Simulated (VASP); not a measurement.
# WC (P-6m2) in VASP: further runs

WC is run at these levels: PBE; tasks: single point.

Program: VASP 6.6.1. These are calculated values, not measurements. Logs are shortened: lines on timing, memory, paths and dates and some standing lists are left out, and cuts for length are marked.

### 1 The cell of the first run

Symmetry: P-6m2, No. 187, hexagonal system. The conventional cell has a = 3.062 Å, b = 3.062 Å, c = 2.539 Å, α = 90.00°, β = 90.00°, γ = 120.00°. Within 2.9 Å of W (site symmetry -6m2) lie 6 C at 2.18 Å and 2 W at 2.54 Å. C (site symmetry -6m2) has 6 W at 2.18 Å and 2 C at 2.54 Å within 2.9 Å.

### 2 Single point, PBE

Input file INCAR:

```
SYSTEM = WC
PREC = Accurate ; ENCUT = 520
EDIFF = 1E-6 ; ISMEAR = 0
SIGMA = 0.15 ; LREAL = .FALSE.
LASPH = .TRUE. ; NELM = 100
ALGO = Normal ; ISIF = 2
LWAVE = .FALSE. ; LCHARG = .FALSE.
GGA = PE ; NBANDS = 16
```

Input file KPOINTS:

```
Automatic mesh
0
G
  24 24 18
  0 0 0
```

Input file POSCAR:

```
WC
1.0
    3.0619642063      0.0000000000      0.0000000000
   -1.5309821031      2.6517387881      0.0000000000
    0.0000000000      0.0000000000      2.5385101132
W C
1 1
Direct
    0.0000000000      0.0000000000      0.0000000000
    0.6666666667      0.3333333333      0.5000000000
```

Potentials or basis: VASP PAW PBE potentials, release 64 (W_sv, C).

On the command line:

```
$ cat potpaw_PBE.64/W_sv/POTCAR potpaw_PBE.64/C/POTCAR > POTCAR
$ mpirun -np 1 vasp_std > vasp.out
```

OUTCAR:

```text
SYSTEM = WC
   PREC = Accurate
   ENCUT = 520
   EDIFF = 1E-6
   ISMEAR = 0
   LREAL = .FALSE.
   LASPH = .TRUE.
   NELM = 100
   ISIF = 2
   GGA = PE

 ion  position               nearest neighbor table
   1  0.000  0.000  0.000-   2 2.18   2 2.18   2 2.18   2 2.18   2 2.18   2 2.18
   2  0.667  0.333  0.500-   1 2.18   1 2.18   1 2.18   1 2.18   1 2.18   1 2.18

  LATTYP: Found a hexagonal cell.
 ALAT       =     3.0619642063
 C/A-ratio  =     0.8290463056

  Lattice vectors:

 A1 = (   3.0619642063,   0.0000000000,   0.0000000000)
 A2 = (  -1.5309821031,   2.6517387881,   0.0000000000)
 A3 = (   0.0000000000,   0.0000000000,   2.5385101132)

Analysis of symmetry for initial positions (statically):
=====================================================================
 Subroutine PRICEL returns:
 Original cell was already a primitive cell.

 Routine SETGRP: Setting up the symmetry group for a
 hexagonal supercell.

 Subroutine GETGRP returns: Found 12 space group operations
 (whereof 12 operations were pure point group operations)
 out of a pool of 24 trial point group operations.

The static configuration has the point symmetry D_3h.

Analysis of symmetry for dynamics (positions and initial velocities):
=====================================================================
 Subroutine PRICEL returns:
 Original cell was already a primitive cell.

 Routine SETGRP: Setting up the symmetry group for a
 hexagonal supercell.

 Subroutine GETGRP returns: Found 12 space group operations
 (whereof 12 operations were pure point group operations)
 out of a pool of 24 trial point group operations.

The dynamic configuration has the point symmetry D_3h.

 Subroutine INISYM returns: Found 12 space group operations
 (whereof 12 operations are pure point group operations),
 and found     1 'primitive' translations

----------------------------------------------------------------------------------------

                                     Primitive cell

  volume of cell :      20.6115

  direct lattice vectors                    reciprocal lattice vectors
     3.061964206  0.000000000  0.000000000     0.326587750  0.188555525  0.000000000
    -1.530982103  2.651738788  0.000000000     0.000000000  0.377111050  0.000000000
     0.000000000  0.000000000  2.538510113     0.000000000  0.000000000  0.393931856

  length of vectors
     3.061964206  3.061964206  2.538510113     0.377111050  0.377111050  0.393931856

  position of ions in fractional coordinates (direct lattice)
     0.000000000  0.000000000  0.000000000
     0.666666667  0.333333333  0.500000000

  ion indices of the primitive-cell ions
   primitive index   ion index
                 1           1
                 2           2

----------------------------------------------------------------------------------------

 KPOINTS: Automatic mesh

Automatic generation of k-mesh.
 Grid dimensions read from file:
 generate k-points for:   24   24   18

 Generating k-lattice:

  Cartesian coordinates                     Fractional coordinates (reciprocal lattice)
     0.013607823  0.007856480  0.000000000     0.041666667  0.000000000  0.000000000
     0.000000000  0.015712960  0.000000000     0.000000000  0.041666667  0.000000000
     0.000000000  0.000000000  0.021885103     0.000000000  0.000000000  0.055555556

  Length of vectors
     0.015712960  0.015712960  0.021885103

  Shift w.r.t. Gamma in fractional coordinates (k-lattice)
     0.000000000  0.000000000  0.000000000

 Subroutine IBZKPT returns following result:
 ===========================================

 Found    610 irreducible k-points:

 Following reciprocal coordinates:
            Coordinates               Weight
  0.000000  0.000000  0.000000      1.000000
  0.041667  0.000000  0.000000      6.000000
  0.083333  0.000000  0.000000      6.000000
  0.125000 -0.000000  0.000000      6.000000
  0.166667  0.000000  0.000000      6.000000
  0.208333 -0.000000  0.000000      6.000000
[... 16 lines left out ...]
  0.416667  0.041667  0.000000     12.000000
  0.458333  0.041667  0.000000     12.000000
 [... further k-points ...]
   k-points           NKPTS =    610   k-points in BZ     NKDIM =    610   number of bands    NBANDS=     16
   number of dos      NEDOS =    301   number of ions     NIONS =      2
   total plane-waves  NPLWV =  11520
   dimension x,y,z NGX =    24 NGY =   24 NGZ =   20
   dimension x,y,z NGXF=    48 NGYF=   48 NGZF=   40
   ions per type =               1   1
   NGX,Y,Z   is equivalent  to a cutoff of  13.03, 13.03, 13.10 a.u.
   NGXF,Y,Z  is equivalent  to a cutoff of  26.06, 26.06, 26.20 a.u.
 SYSTEM =  WC
   PREC   = accura    normal or accurate (medium, high low for compatibility)
   ISTART =      0    job   : 0-new  1-cont  2-samecut
   ICHARG =      2    charge: 1-file 2-atom 10-const
   ISPIN  =      1    spin polarized calculation?
   LNONCOLLINEAR =      F non collinear calculations
   LSORBIT =      F    spin-orbit coupling
   LASPH  =      T    aspherical Exc in radial PAW
   ENCUT  =  520.0 eV  38.22 Ry    6.18 a.u.   5.69  5.69  4.72*2*pi/ulx,y,z
   NELM   =    100;   NELMIN=  2; NELMDL= -5     # of ELM steps
   EDIFF  = 0.1E-05   stopping-criterion for ELM
   LREAL  =      F    real-space projection
   EDIFFG = 0.1E-04   stopping-criterion for IOM
   NSW    =      0    number of steps for IOM
   IBRION =     -1    ionic relax: 0-MD 1-quasi-New 2-CG
   NFREE  =      0    steps in history (QN), initial steepest desc. (CG)
   ISIF   =      2    stress and relaxation
   ISYM   =      2    0-nonsym 1-usesym 2-fastsym
   POTIM  = 0.5000    time-step for ionic-motion
   TEBEG  =    0.0;   TEEND  =   0.0 temperature during run
   PSTRESS=    0.0 pullay stress
   NELECT =      18.0000    total number of electrons
   NUPDOWN=      -1.0000    fix difference up-down
   EMIN   =  10.00;   EMAX   =-10.00  energy-range for DOS
   EFERMI =   0.00;   METHOD = LEGACY
   ISMEAR =     0;   SIGMA  =   0.15  broadening in eV -4-tet -1-fermi 0-gaus
   EFERMI_NEDOS =   21; number of points for ismear=-14 and -15
   IALGO  =     38    algorithm
   IMIX   =      4    mixing-type and parameters
     AMIX     =   0.40;   BMIX     =  1.00
     AMIX_MAG =   1.60;   BMIX_MAG =  1.00
  volume/ion in A,a.u.               =      10.31        69.55
  Fermi-wavevector in a.u.,A,eV,Ry     =   1.564813  2.957068 33.315762  2.448639
  Thomas-Fermi vector in A             =   2.667381
   LORBIT       =      0    0 simple, 1 ext, 2 COOP (PROOUT), +10 PAW based schemes
   GGA     = PE    functional components
   LHFCALC =     F    Hartree Fock is set to
   AEXX    =    0.0000 exact exchange contribution
   IVDW    =     0    specifies the selected vdW correction
   LEPSILON=     F    determine dielectric tensor
   LRPA    =     F    only Hartree local field effects (RPA)
 non-spin polarized calculation
 Gauss-broadening in eV      SIGMA  =   0.15
  energy-cutoff  :      520.00
  volume of cell :       20.61
 maximum number of plane-waves:       568
 NGX is ok and might be reduce to    24
   NGX = 11   NGY = 11   NGZ =  9

 number of electron      18.0000000 magnetization

 Free energy of the ion-electron system (eV)
  ---------------------------------------------------
  ext. energy  EPLUGINS =         0.00000000
  ---------------------------------------------------
  free energy    TOTEN  =       -21.54803661 eV

  energy without entropy =      -21.54300782  energy(sigma->0) =      -21.54552222

 E-fermi :  11.4228     XC(G=0): -13.7822

 val. band max:       11.4214508286   @ k =   0.0833   0.0833   0.5000
 cond. band min:      11.4313381073   @ k =   0.1667   0.0000   0.0556
 fundamental gap:      0.0098872787
 Fermi energy:        11.4227571000

 k-point     1 :       0.0000    0.0000    0.0000
  band No.  band energies     occupation
      1     -62.7183      2.00000
      2     -26.8104      2.00000
      3     -26.8104      2.00000
      4     -26.1632      2.00000
      5      -3.3985      2.00000
      6       6.6361      2.00000
[... 8 lines left out ...]
     15      27.0736      0.00000
     16      27.0916      0.00000

 k-point     2 :       0.0417    0.0000    0.0000
  band No.  band energies     occupation
      1     -62.7177      2.00000
      2     -26.8200      2.00000
      3     -26.8126      2.00000
      4     -26.1622      2.00000
      5      -3.3573      2.00000
      6       6.4885      2.00000
[... 8 lines left out ...]
     15      26.5727      0.00000
     16      27.1565      0.00000

 k-point     3 :       0.0833    0.0000    0.0000
  band No.  band energies     occupation
      1     -62.7162      2.00000
      2     -26.8482      2.00000
      3     -26.8191      2.00000
      4     -26.1594      2.00000
      5      -3.2354      2.00000
      6       6.2456      2.00000
[... 8 lines left out ...]
     15      26.1539      0.00000
     16      27.3984      0.00000

 k-point     4 :       0.1250   -0.0000    0.0000
  band No.  band energies     occupation
      1     -62.7138      2.00000
      2     -26.8927      2.00000
      3     -26.8294      2.00000
      4     -26.1550      2.00000
      5      -3.0384      2.00000
      6       5.9383      2.00000
[... 8 lines left out ...]
     15      25.8491      0.00000
     16      27.7802      0.00000
[... 324 lines left out ...]
 k-point    22 :       0.3750    0.0417    0.0000
  band No.  band energies     occupation
      1     -62.6907      2.00000
      2     -27.2954      2.00000
      3     -26.9308      2.00000
      4     -26.1126      2.00000
      5      -0.8948      2.00000
      6       4.0572      2.00000
[... 8 lines left out ...]
     15      25.3816      0.00000
     16      27.1311      0.00000

 k-point    23 :       0.4167    0.0417    0.0000
  band No.  band energies     occupation
      1     -62.6887      2.00000
      2     -27.3288      2.00000
      3     -26.9393      2.00000
      4     -26.1089      2.00000
      5      -0.6785      2.00000
      6       3.9491      2.00000
[... 8 lines left out ...]
     15      24.8002      0.00000
     16      27.5310      0.00000

 k-point    24 :       0.4583    0.0417    0.0000
  band No.  band energies     occupation
      1     -62.6877      2.00000
      2     -27.3459      2.00000
      3     -26.9437      2.00000
      4     -26.1071      2.00000
      5      -0.5637      2.00000
      6       3.8967      2.00000
[... 8 lines left out ...]
     15      24.4196      0.00000
     16      27.8221      0.00000

 [... further k-points ...]

------------------------ aborting loop because EDIFF is reached ----------------------------------------

  FORCE on cell =-STRESS in cart. coord.  units (eV):
  Direction    XX          YY          ZZ          XY          YZ          ZX
  --------------------------------------------------------------------------------------
  -------------------------------------------------------------------------------------
  Total       -2.2158300     -2.2158300     14.3465785     -0.0000000     -0.0000000      0.0000000
  in kB     -172.2412932   -172.2412932   1115.1907901     -0.0000000     -0.0000000      0.0000000
  external PRESSURE =     256.9027346 kB  Pullay stress =       0.0000000 kB

 VOLUME and BASIS-vectors are now :
 -----------------------------------------------------------------------------
  energy-cutoff  :      520.00
  volume of cell :       20.61
      direct lattice vectors                 reciprocal lattice vectors
     3.061964206  0.000000000  0.000000000     0.326587750  0.188555525  0.000000000
    -1.530982103  2.651738788  0.000000000     0.000000000  0.377111050  0.000000000
     0.000000000  0.000000000  2.538510113     0.000000000  0.000000000  0.393931856

 POSITION                                       TOTAL-FORCE (eV/Angst)
 -----------------------------------------------------------------------------------
      0.00000      0.00000      0.00000        -0.000000      0.000000      0.000000
      1.53098      0.88391      1.26926         0.000000     -0.000000      0.000000
 -----------------------------------------------------------------------------------
    total drift:                                0.000000     -0.000000      0.000000

  FREE ENERGIE OF THE ION-ELECTRON SYSTEM (eV)
  ---------------------------------------------------
  free  energy   TOTEN  =       -21.5480366127 eV

  energy  without entropy=      -21.5430078199  energy(sigma->0) =      -21.54552222
```

It took 43 s on 1 thread of Intel Xeon 6975P-C (Granite Rapids), shared host; peak memory 0.3 GiB.

What came out:

```
Free energy            : -21.5480 eV
Pressure               : 25.7 GPa
Band gap on the k mesh : zero (bands 9 and 10 overlap by 2.55 eV)
```

Stress tensor (GPa, compression positive):
```
-17.22   0.00   0.00
  0.00 -17.22   0.00
  0.00   0.00 111.52
```

Caveat: the stress differs along the axes, from -17 to 112 GPa; spin-orbit coupling is left out, which moves the levels of the heavy elements.

(Part 1 of 2 ends here.)
